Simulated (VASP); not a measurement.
# SrO (P1) in VASP: single point with PBEsol

Aim: the single point of SrO with PBEsol.

Program: VASP 6.6.1. These are calculated values, not measurements. Logs are shortened: lines on timing, memory, paths and dates and some standing lists are left out, and cuts for length are marked.

### 1 The cell of the first run

The typed cell holds 8 atoms: a = 6.087 Å, b = 6.015 Å, c = 3.559 Å, α = 91.06°, β = 91.64°, γ = 71.05°.

### 2 Single point, PBEsol

INCAR reads:

```
SYSTEM = SrO
  PREC = Accurate
  ENCUT = 600
  EDIFF = 1E-6
  ISMEAR = 1
  SIGMA = 0.0192
  LREAL = .FALSE.
  LASPH = .TRUE.
  NELM = 120
  ALGO = Normal
  ISIF = 2
  LWAVE = .FALSE.
  LCHARG = .FALSE.
  GGA = PS
  NBANDS = 42
  GGA_COMPAT = .FALSE.
```

KPOINTS reads:

```
Automatic mesh
0
Gamma
  3 3 5
  0 0 0.5
```

POSCAR reads:

```
SrO
1.0
   -2.5702170000      2.4459940000      4.9463240000
    2.4240890000     -2.5040220000      4.9022740000
    2.5274780000      2.5053330000     -0.0510390000
Sr O
4 4
Direct
    0.0339990000      0.0049560000      0.0017950000
    0.9974660000      0.4703300000      0.4752790000
    0.4981510000      0.9992550000      0.5091280000
    0.4925910000      0.5138910000      0.0128620000
    0.2552880000      0.2418220000      0.0133430000
    0.2680060000      0.7945130000      0.4320680000
    0.7483810000      0.2706690000      0.5097020000
    0.7456290000      0.7394930000      0.9490580000
```

Potentials or basis: VASP PAW PBE potentials, release 64 (Sr_sv, O).

On the command line:

```sh
$ cat potpaw_PBE.64/Sr_sv/POTCAR potpaw_PBE.64/O/POTCAR > POTCAR
$ mpirun -np 1 vasp_std > vasp.out
```

OUTCAR:

```text
SYSTEM = SrO
   PREC = Accurate
   ENCUT = 600
   EDIFF = 1E-6
   ISMEAR = 1
   LREAL = .FALSE.
   LASPH = .TRUE.
   NELM = 120
   ISIF = 2
   GGA = PS

 ion  position               nearest neighbor table
   1  0.034  0.005  0.002-   6 2.18   5 2.26   6 2.58   7 2.60   7 2.67   8 2.73   2 3.19   3 3.30
                             4 3.34   2 3.34   3 3.36   3 3.67   4 3.70   2 3.73   2 3.76   3 3.78
   2  0.997  0.470  0.475-   7 2.23   5 2.39   8 2.50   5 2.56   8 2.61   6 2.94   1 3.19   1 3.34
                             4 3.38   3 3.42   4 3.56   4 3.60   4 3.60   3 3.62   1 3.73   1 3.76
   3  0.498  0.999  0.509-   6 2.15   8 2.36   5 2.44   5 2.49   7 2.57   8 2.69   1 3.30   1 3.36
                             4 3.39   2 3.42   4 3.46   4 3.54   4 3.58   2 3.62   1 3.67   1 3.78
   4  0.493  0.514  0.013-   6 2.34   8 2.38   7 2.48   5 2.51   7 2.52   6 2.73   1 3.34   2 3.38
                             3 3.39   3 3.46   3 3.54   2 3.56   3 3.58   2 3.60   2 3.60   1 3.70
   5  0.255  0.242  0.013-   1 2.26   2 2.39   3 2.44   3 2.49   4 2.51   2 2.56
   6  0.268  0.795  0.432-   3 2.15   1 2.18   4 2.34   1 2.58   4 2.73   2 2.94
   7  0.748  0.271  0.510-   2 2.23   4 2.48   4 2.52   3 2.57   1 2.60   1 2.67
   8  0.746  0.739  0.949-   3 2.36   4 2.38   2 2.50   2 2.61   3 2.69   1 2.73

  LATTYP: Found a triclinic cell.
 ALAT       =     3.5591352125
 B/A-ratio  =     2.5943668454
 C/A-ratio  =     2.2063974512
 COS(alpha) =     0.0028249445
 COS(beta)  =     0.4452198768
 COS(gamma) =     0.7588274699

  Lattice vectors:

 A1 = (  -2.5274780000,  -2.5053330000,   0.0510390000)
 A2 = (  -7.4790450000,  -2.5066440000,  -4.8001960000)
 A3 = (   2.4668280000,  -7.4553490000,   0.0069890000)

Analysis of symmetry for initial positions (statically):
=====================================================================
 Subroutine PRICEL returns:
 Original cell was already a primitive cell.

 Routine SETGRP: Setting up the symmetry group for a
 triclinic supercell.

 Subroutine GETGRP returns: Found  1 space group operations
 (whereof  1 operations were pure point group operations)
 out of a pool of  2 trial point group operations.

The static configuration has the point symmetry C_1 .

Analysis of symmetry for dynamics (positions and initial velocities):
=====================================================================
 Subroutine PRICEL returns:
 Original cell was already a primitive cell.

 Routine SETGRP: Setting up the symmetry group for a
 triclinic supercell.

 Subroutine GETGRP returns: Found  1 space group operations
 (whereof  1 operations were pure point group operations)
 out of a pool of  2 trial point group operations.

The dynamic configuration has the point symmetry C_1 .

 Subroutine INISYM returns: Found  1 space group operations
 (whereof  1 operations are pure point group operations),
 and found     1 'primitive' translations

----------------------------------------------------------------------------------------

                                     Primitive cell

  volume of cell :     123.1923

  direct lattice vectors                    reciprocal lattice vectors
    -2.570217000  2.445994000  4.946324000    -0.098658981  0.101581946  0.100671970
     2.424089000 -2.504022000  4.902274000     0.101605625 -0.100416540  0.102453208
     2.527478000  2.505333000 -0.051039000     0.197874692  0.199608572  0.004112049

  length of vectors
     6.087283728  6.014866917  3.559135213     0.173745019  0.175794893  0.281095864

  position of ions in fractional coordinates (direct lattice)
     0.033999000  0.004956000  0.001795000
     0.997466000  0.470330000  0.475279000
     0.498151000  0.999255000  0.509128000
     0.492591000  0.513891000  0.012862000
     0.255288000  0.241822000  0.013343000
     0.268006000  0.794513000  0.432068000
     0.748381000  0.270669000  0.509702000
     0.745629000  0.739493000  0.949058000

  ion indices of the primitive-cell ions
   primitive index   ion index
                 1           1
                 2           2
                 3           3
                 4           4
                 5           5
                 6           6
                 7           7
                 8           8

----------------------------------------------------------------------------------------

 KPOINTS: Automatic mesh

Automatic generation of k-mesh.
 Grid dimensions read from file:
 generate k-points for:    3    3    5

 Generating k-lattice:

  Cartesian coordinates                     Fractional coordinates (reciprocal lattice)
    -0.032886327  0.033860649  0.033557323     0.333333333  0.000000000 -0.000000000
     0.033868542 -0.033472180  0.034151069    -0.000000000  0.333333333  0.000000000
     0.039574938  0.039921714  0.000822410    -0.000000000  0.000000000  0.200000000

  Length of vectors
     0.057915006  0.058598298  0.056219173

  Shift w.r.t. Gamma in fractional coordinates (k-lattice)
     0.000000000  0.000000000  0.500000000

 Subroutine IBZKPT returns following result:
 ===========================================

 Found     23 irreducible k-points:

 Following reciprocal coordinates:
            Coordinates               Weight
 -0.000000 -0.000000  0.100000      2.000000
  0.333333 -0.000000  0.100000      2.000000
 -0.333333  0.000000  0.100000      2.000000
 -0.000000  0.333333  0.100000      2.000000
  0.333333  0.333333  0.100000      2.000000
 -0.333333  0.333333  0.100000      2.000000
[... 15 lines left out ...]
  0.333333  0.333333  0.500000      2.000000
 -0.333333  0.333333  0.500000      2.000000
   k-points           NKPTS =     23   k-points in BZ     NKDIM =     23   number of bands    NBANDS=     42
   number of dos      NEDOS =    301   number of ions     NIONS =      8
   total plane-waves  NPLWV =  67200
   dimension x,y,z NGX =    50 NGY =   48 NGZ =   28
   dimension x,y,z NGXF=   100 NGYF=   96 NGZF=   56
   ions per type =               4   4
   NGX,Y,Z   is equivalent  to a cutoff of  13.66, 13.27, 13.08 a.u.
   NGXF,Y,Z  is equivalent  to a cutoff of  27.31, 26.53, 26.16 a.u.
 SYSTEM =  SrO
   PREC   = accura    normal or accurate (medium, high low for compatibility)
   ISTART =      0    job   : 0-new  1-cont  2-samecut
   ICHARG =      2    charge: 1-file 2-atom 10-const
   ISPIN  =      1    spin polarized calculation?
   LNONCOLLINEAR =      F non collinear calculations
   LSORBIT =      F    spin-orbit coupling
   LASPH  =      T    aspherical Exc in radial PAW
   ENCUT  =  600.0 eV  44.10 Ry    6.64 a.u.  12.16 12.01  7.11*2*pi/ulx,y,z
   NELM   =    120;   NELMIN=  2; NELMDL= -5     # of ELM steps
   EDIFF  = 0.1E-05   stopping-criterion for ELM
   LREAL  =      F    real-space projection
   EDIFFG = 0.1E-04   stopping-criterion for IOM
   NSW    =      0    number of steps for IOM
   IBRION =     -1    ionic relax: 0-MD 1-quasi-New 2-CG
   NFREE  =      0    steps in history (QN), initial steepest desc. (CG)
   ISIF   =      2    stress and relaxation
   ISYM   =      2    0-nonsym 1-usesym 2-fastsym
   POTIM  = 0.5000    time-step for ionic-motion
   TEBEG  =    0.0;   TEEND  =   0.0 temperature during run
   PSTRESS=    0.0 pullay stress
   NELECT =      64.0000    total number of electrons
   NUPDOWN=      -1.0000    fix difference up-down
   EMIN   =  10.00;   EMAX   =-10.00  energy-range for DOS
   EFERMI =   0.00;   METHOD = LEGACY
   ISMEAR =     1;   SIGMA  =   0.02  broadening in eV -4-tet -1-fermi 0-gaus
   EFERMI_NEDOS =   21; number of points for ismear=-14 and -15
   IALGO  =     38    algorithm
   IMIX   =      4    mixing-type and parameters
     AMIX     =   0.40;   BMIX     =  1.00
     AMIX_MAG =   1.60;   BMIX_MAG =  1.00
  volume/ion in A,a.u.               =      15.40       103.92
  Fermi-wavevector in a.u.,A,eV,Ry     =   1.316054  2.486981 23.565258  1.731998
  Thomas-Fermi vector in A             =   2.446193
   LORBIT       =      0    0 simple, 1 ext, 2 COOP (PROOUT), +10 PAW based schemes
   GGA     = PS    functional components
   LHFCALC =     F    Hartree Fock is set to
   AEXX    =    0.0000 exact exchange contribution
   IVDW    =     0    specifies the selected vdW correction
   LEPSILON=     F    determine dielectric tensor
   LRPA    =     F    only Hartree local field effects (RPA)
 non-spin polarized calculation
 Methfessel and Paxton  Order N= 1 SIGMA  =   0.02
  energy-cutoff  :      600.00
  volume of cell :      123.19
 maximum number of plane-waves:      4128
 NGX is ok and might be reduce to    50
   NGX = 25   NGY = 25   NGZ = 15

 number of electron      64.0000006 magnetization

 Free energy of the ion-electron system (eV)
  ---------------------------------------------------
  ext. energy  EPLUGINS =         0.00000000
  ---------------------------------------------------
  free energy    TOTEN  =       -48.72966514 eV

  energy without entropy =      -48.72988237  energy(sigma->0) =      -48.72973755

 E-fermi :   2.0756     XC(G=0): -10.7150

 val. band max:        2.0635507728   @ k =  -0.3333   0.3333   0.5000
 cond. band min:       5.4384962930   @ k =  -0.0000  -0.0000   0.1000
 fundamental gap:      3.3749455202
 Fermi energy:         2.0755545566

 k-point     1 :      -0.0000   -0.0000    0.1000
  band No.  band energies     occupation
      1     -30.0227      2.00000
      2     -29.7890      2.00000
      3     -29.7610      2.00000
      4     -29.3296      2.00000
      5     -15.3393      2.00000
      6     -15.0227      2.00000
[... 34 lines left out ...]
     41      10.1171      0.00000
     42      10.6507      0.00000

 k-point     2 :       0.3333   -0.0000    0.1000
  band No.  band energies     occupation
      1     -29.9885      2.00000
      2     -29.8298      2.00000
      3     -29.7500      2.00000
      4     -29.3370      2.00000
      5     -15.1517      2.00000
      6     -14.8298      2.00000
[... 934 lines left out ...]
     41      11.1608      0.00000
     42      11.3692      0.00000

 k-point    23 :      -0.3333    0.3333    0.5000
  band No.  band energies     occupation
      1     -29.8651      2.00000
      2     -29.7828      2.00000
      3     -29.7281      2.00000
      4     -29.2978      2.00000
      5     -15.3037      2.00000
      6     -14.9719      2.00000
[... 34 lines left out ...]
     41      11.2378      0.00000
     42      11.3163      0.00000

------------------------ aborting loop because EDIFF is reached ----------------------------------------

  FORCE on cell =-STRESS in cart. coord.  units (eV):
  Direction    XX          YY          ZZ          XY          YZ          ZX
  --------------------------------------------------------------------------------------
  -------------------------------------------------------------------------------------
  Total        8.4785530     12.0410638     17.5912755     -0.8081875      1.0255667      1.6155569
  in kB      110.2678193    156.6000525    228.7833297    -10.5108828     13.3380072     21.0111249
  external PRESSURE =     165.2170671 kB  Pullay stress =       0.0000000 kB

 VOLUME and BASIS-vectors are now :
 -----------------------------------------------------------------------------
  energy-cutoff  :      600.00
  volume of cell :      123.19
      direct lattice vectors                 reciprocal lattice vectors
    -2.570217000  2.445994000  4.946324000    -0.098658981  0.101581946  0.100671970
     2.424089000 -2.504022000  4.902274000     0.101605625 -0.100416540  0.102453208
     2.527478000  2.505333000 -0.051039000     0.197874692  0.199608572  0.004112049

 POSITION                                       TOTAL-FORCE (eV/Angst)
 -----------------------------------------------------------------------------------
     -0.07083      0.07525      0.19237         0.208329     -2.200883     -2.855461
     -0.22233      2.45281      7.21522         1.273023     -0.649343      1.824464
      2.42874     -0.00815      7.33665        -0.663927      0.733447      3.111813
      0.01216     -0.04970      4.95509        -1.134582      0.228515     -0.349617
     -0.03622      0.05233      2.44753        -0.225308     -0.718516      1.037777
      2.32918     -0.25146      5.19851         0.757946      1.795532     -2.559286
      0.02088      2.42975      5.00261        -0.330100     -0.118602     -0.846214
      2.27489      2.34980      7.26488         0.114619      0.929851      0.636524
 -----------------------------------------------------------------------------------
    total drift:                               -0.000201      0.000110     -0.000180

  FREE ENERGIE OF THE ION-ELECTRON SYSTEM (eV)
  ---------------------------------------------------
  free  energy   TOTEN  =       -48.7296651382 eV

  energy  without entropy=      -48.7298823734  energy(sigma->0) =      -48.72973755
```

It took 6.1 min on 1 thread of AMD EPYC 7R13, shared host; peak memory 0.27 GiB.

Results:

```yaml
Free_energy: -48.7297 eV
Pressure: 16.5 GPa
Largest_force: 3.611 eV/Å
Band_gap_on_the_k_mesh: 3.37 eV, indirect (least direct gap 3.38 eV)
```

Forces on the atoms (eV/Å):
```
Sr   0.208 -2.201 -2.855
Sr   1.273 -0.649  1.824
Sr  -0.664  0.733  3.112
Sr  -1.135  0.229 -0.350
O   -0.225 -0.719  1.038
O    0.758  1.796 -2.559
O   -0.330 -0.119 -0.846
O    0.115  0.930  0.637
```

Caveat: the PAW data sets were made with another functional, which shifts forces and pressure a little. Expect the measured gap to be larger: semilocal functionals such as PBEsol lack the derivative discontinuity.
